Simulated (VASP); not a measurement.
# Ag (I4/mmm) in VASP: further runs

Runs on Ag. Level: PBE. Tasks: single point.

Program: VASP 6.6.1. These are calculated values, not measurements. Logs are shortened: lines on timing, memory, paths and dates and some standing lists are left out, and cuts for length are marked.

## (1) The cell of the first run

Symmetry: I4/mmm, No. 139, tetragonal system. Conventional cell: a = 3.046 Å, b = 3.046 Å, c = 3.576 Å, α = 90.00°, β = 90.00°, γ = 90.00°. Within 3.7 Å of Ag (site symmetry 4/mmm) lie 14 Ag at 2.80 to 3.58 Å.

## (2) Single point, PBE (strain -0.080 along x and y, +0.080 along z)

INCAR

```
SYSTEM = Ag
  PREC = Accurate
  ENCUT = 520
  EDIFF = 1E-6
  ISMEAR = 0
  SIGMA = 0.15
  LREAL = .False.
  LASPH = .True.
  NELM = 100
  ALGO = Normal
  ISIF = 2
  LWAVE = .False.
  LCHARG = .False.
  GGA = PE
  NBANDS = 12
```

KPOINTS

```
regular mesh
0
Gamma
  20 20 20
  0 0 0
```

POSCAR

```
Ag
1.0
   -1.5232016800      1.5232016800      1.7881063200
    1.5232016800     -1.5232016800      1.7881063200
    1.5232016800      1.5232016800     -1.7881063200
Ag
1
Direct
    0.0000000000      0.0000000000      0.0000000000
```

Potentials or basis: VASP PAW PBE potentials, release 64 (Ag).

The run is started by

```sh
$ cat potpaw_PBE.64/Ag/POTCAR > POTCAR
$ mpirun -np 1 vasp_std > vasp.out
```

OUTCAR:

```text
SYSTEM = Ag
   PREC = Accurate
   ENCUT = 520
   EDIFF = 1E-6
   ISMEAR = 0
   LREAL = .False.
   LASPH = .True.
   NELM = 100
   ISIF = 2
   GGA = PE

 ion  position               nearest neighbor table
   1  0.000  0.000  0.000-

  LATTYP: Found a body centered tetragonal cell.
 ALAT       =     3.0464033600
 C/A-ratio  =     1.1739130435

  Lattice vectors:

 A1 = (  -1.5232016800,   1.5232016800,   1.7881063200)
 A2 = (   1.5232016800,  -1.5232016800,   1.7881063200)
 A3 = (   1.5232016800,   1.5232016800,  -1.7881063200)

Analysis of symmetry for initial positions (statically):
=====================================================================
 Subroutine PRICEL returns:
 Original cell was already a primitive cell.

 Routine SETGRP: Setting up the symmetry group for a
 body centered tetragonal supercell.

 Subroutine GETGRP returns: Found 16 space group operations
 (whereof 16 operations were pure point group operations)
 out of a pool of 16 trial point group operations.

The static configuration has the point symmetry D_4h.

Analysis of symmetry for dynamics (positions and initial velocities):
=====================================================================
 Subroutine PRICEL returns:
 Original cell was already a primitive cell.

 Routine SETGRP: Setting up the symmetry group for a
 body centered tetragonal supercell.

 Subroutine GETGRP returns: Found 16 space group operations
 (whereof 16 operations were pure point group operations)
 out of a pool of 16 trial point group operations.

The dynamic configuration has the point symmetry D_4h.

 Subroutine INISYM returns: Found 16 space group operations
 (whereof 16 operations are pure point group operations),
 and found     1 'primitive' translations

----------------------------------------------------------------------------------------

                                     Primitive cell

  volume of cell :      16.5947

  direct lattice vectors                    reciprocal lattice vectors
    -1.523201680  1.523201680  1.788106320     0.000000000  0.328255940  0.279625431
     1.523201680 -1.523201680  1.788106320     0.328255940  0.000000000  0.279625431
     1.523201680  1.523201680 -1.788106320     0.328255940  0.328255940  0.000000000

  length of vectors
     2.799573347  2.799573347  2.799573347     0.431210325  0.431210325  0.464224003

  position of ions in fractional coordinates (direct lattice)
     0.000000000  0.000000000  0.000000000

  ion indices of the primitive-cell ions
   primitive index   ion index
[... 82 lines left out ...]
   TEBEG  =    0.0;   TEEND  =   0.0 temperature during run
   PSTRESS=    0.0 pullay stress
   NELECT =      11.0000    total number of electrons
   NUPDOWN=      -1.0000    fix difference up-down
   EMIN   =  10.00;   EMAX   =-10.00  energy-range for DOS
   EFERMI =   0.00;   METHOD = LEGACY
   ISMEAR =     0;   SIGMA  =   0.15  broadening in eV -4-tet -1-fermi 0-gaus
   EFERMI_NEDOS =   21; number of points for ismear=-14 and -15
   IALGO  =     38    algorithm
   IMIX   =      4    mixing-type and parameters
     AMIX     =   0.40;   BMIX     =  1.00
     AMIX_MAG =   1.60;   BMIX_MAG =  1.00
  volume/ion in A,a.u.               =      16.59       111.99
  Fermi-wavevector in a.u.,A,eV,Ry     =   1.427413  2.697420 27.721981  2.037508
  Thomas-Fermi vector in A             =   2.547585
   LORBIT       =      0    0 simple, 1 ext, 2 COOP (PROOUT), +10 PAW based schemes
   GGA     = PE    functional components
   LHFCALC =     F    Hartree Fock is set to
   AEXX    =    0.0000 exact exchange contribution
   IVDW    =     0    specifies the selected vdW correction
   LEPSILON=     F    determine dielectric tensor
   LRPA    =     F    only Hartree local field effects (RPA)
 non-spin polarized calculation
 Gauss-broadening in eV      SIGMA  =   0.15
  energy-cutoff  :      520.00
  volume of cell :       16.59
 maximum number of plane-waves:       471
 NGX is ok and might be reduce to    24
   NGX = 11   NGY = 11   NGZ = 11

 number of electron      11.0000003 magnetization

 Free energy of the ion-electron system (eV)
  ---------------------------------------------------
  ext. energy  EPLUGINS =         0.00000000
  ---------------------------------------------------
  free energy    TOTEN  =        -2.66496397 eV

  energy without entropy =       -2.66125720  energy(sigma->0) =       -2.66311058

 E-fermi :   8.8231     XC(G=0): -12.3716

 val. band max:        8.8200876160   @ k =  -0.4500   0.4500   0.0000
 cond. band min:       8.8380555074   @ k =   0.5000   0.1000   0.0000
 fundamental gap:      0.0179678915
 Fermi energy:         8.8231112285

 k-point     1 :       0.0000    0.0000    0.0000
  band No.  band energies     occupation
      1       0.8484      2.00000
      2       3.6734      2.00000
      3       3.6734      2.00000
      4       4.3349      2.00000
      5       4.6618      2.00000
      6       5.3660      2.00000
      7      25.4546      0.00000
      8      27.7337      0.00000
      9      27.7337      0.00000
     10      30.8542      0.00000
     11      33.5730      0.00000
     12      33.6831      0.00000
[... 331 lines left out ...]
 k-point    24 :      -0.3500    0.0500   -0.0000
  band No.  band energies     occupation
      1       2.4345      2.00000
      2       3.4989      2.00000
      3       4.5838      2.00000
      4       4.9358      2.00000
      5       5.4337      2.00000
      6       5.8505      2.00000
      7      17.3810      0.00000
      8      24.1377      0.00000
      9      26.4239      0.00000
     10      29.3251      0.00000
     11      30.5558      0.00000
     12      32.0052      0.00000

 [... further k-points ...]

------------------------ aborting loop because EDIFF is reached ----------------------------------------

  FORCE on cell =-STRESS in cart. coord.  units (eV):
  Direction    XX          YY          ZZ          XY          YZ          ZX
  --------------------------------------------------------------------------------------
  -------------------------------------------------------------------------------------
  Total        0.8095997      0.8095997      1.0420271      0.0000000     -0.0000000      0.0000000
  in kB       78.1650762     78.1650762    100.6054354      0.0000000     -0.0000000      0.0000000
  external PRESSURE =      85.6451959 kB  Pullay stress =       0.0000000 kB

 VOLUME and BASIS-vectors are now :
 -----------------------------------------------------------------------------
  energy-cutoff  :      520.00
  volume of cell :       16.59
      direct lattice vectors                 reciprocal lattice vectors
    -1.523201680  1.523201680  1.788106320     0.000000000  0.328255940  0.279625431
     1.523201680 -1.523201680  1.788106320     0.328255940  0.000000000  0.279625431
     1.523201680  1.523201680 -1.788106320     0.328255940  0.328255940  0.000000000

 POSITION                                       TOTAL-FORCE (eV/Angst)
 -----------------------------------------------------------------------------------
      0.00000      0.00000      0.00000         0.000000      0.000000      0.000000
 -----------------------------------------------------------------------------------
    total drift:                                0.000000      0.000000     -0.000000

  FREE ENERGIE OF THE ION-ELECTRON SYSTEM (eV)
  ---------------------------------------------------
  free  energy   TOTEN  =        -2.6649639721 eV

  energy  without entropy=       -2.6612571959  energy(sigma->0) =       -2.66311058
```

OSZICAR:

```text
N       E                     dE             d eps       ncg     rms          rms(c)
DAV:   1     0.523666879111E+02    0.52367E+02   -0.54991E+03 15520   0.830E+02
DAV:   2    -0.209822876758E+01   -0.54465E+02   -0.51717E+02 17900   0.196E+02
DAV:   3    -0.292539395245E+01   -0.82717E+00   -0.82656E+00 18036   0.253E+01
DAV:   4    -0.292786113205E+01   -0.24672E-02   -0.24671E-02 17472   0.145E+00
DAV:   5    -0.292787977885E+01   -0.18647E-04   -0.18647E-04 17876   0.113E-01    0.564E+00
DAV:   6    -0.267776510678E+01    0.25011E+00   -0.95124E-01 17012   0.879E+00    0.362E+00
DAV:   7    -0.266822602203E+01    0.95391E-02   -0.11257E-02 17688   0.995E-01    0.201E+00
DAV:   8    -0.266495203631E+01    0.32740E-02   -0.71116E-04 17296   0.194E-01    0.941E-02
DAV:   9    -0.266495908013E+01   -0.70438E-05   -0.90662E-06 17080   0.243E-02    0.238E-02
DAV:  10    -0.266496441738E+01   -0.53373E-05   -0.40410E-06 17660   0.187E-02    0.570E-03
DAV:  11    -0.266496397214E+01    0.44524E-06   -0.91317E-08  8816   0.257E-03
   1 F= -.26649640E+01 E0= -.26631106E+01  d E =-.370678E-02
```

Run time: 32 s. Hardware: 1 thread of Intel Xeon 6975P-C (Granite Rapids), shared host; peak memory 0.24 GiB.

Results:

| Item | Value |
| --- | --- |
| Free energy | -2.6650 eV |
| Pressure | 8.6 GPa |

Caveat: the cell differs from its parent crystal (strain -0.080 along x and y, +0.080 along z).

## (3) Single point, PBE (strain +0.000 along x and y, -0.080 along z)

INCAR

```
  ALGO = Normal
  EDIFF = 1E-7
  ENCUT = 520
  GGA = PE
  ISIF = 2
  ISMEAR = 0
  LASPH = True
  LCHARG = False
  LREAL = False
  LWAVE = False
  NBANDS = 12
  NELM = 60
  PREC = Accurate
  SIGMA = 0.15
```

KPOINTS

```
k-points
0
Gamma
  20 20 20
```

POSCAR

```
Ag
1.0
   -1.6556540000      1.6556540000      1.5232016800
    1.6556540000     -1.6556540000      1.5232016800
    1.6556540000      1.6556540000     -1.5232016800
Ag
1
Direct
    0.0000000000      0.0000000000      0.0000000000
```

Potentials or basis: VASP PAW PBE potentials, release 64 (Ag).

The run is started by

```sh
$ cat potpaw_PBE.64/Ag/POTCAR > POTCAR
$ mpirun -np 1 vasp_std > vasp.out
```

It took 35 s on 1 thread of Intel Xeon 6975P-C (Granite Rapids), shared host; peak memory 0.24 GiB.

The run converged. Its results:

```yaml
Free_energy: -2.6583 eV
Pressure: 8.0 GPa
```

Levels at points of the mesh, in eV from the Fermi level:
```
           k point  band 2  band 3  band 4  band 5  band 6  band 7  band 8  band 9  band 10  band 11
(0.00, 0.00, 0.00)   -5.29   -4.87   -4.87   -3.94   -3.46   17.47   17.47   19.14    24.02    24.02
(0.50, 0.00, 0.00)   -5.98   -3.73   -3.28   -2.61    0.05    4.59   13.00   14.06    19.86    20.89
(0.50, 0.50, 0.00)   -5.52   -4.05   -3.66   -2.66   -0.48    3.71   14.33   16.08    21.30    23.03
(0.50, 0.50, 0.50)   -6.54   -2.90   -2.90   -2.77    6.15    6.15    8.68   12.35    12.93    15.37
```

Caveat: the cell differs from its parent crystal (strain +0.000 along x and y, -0.080 along z).
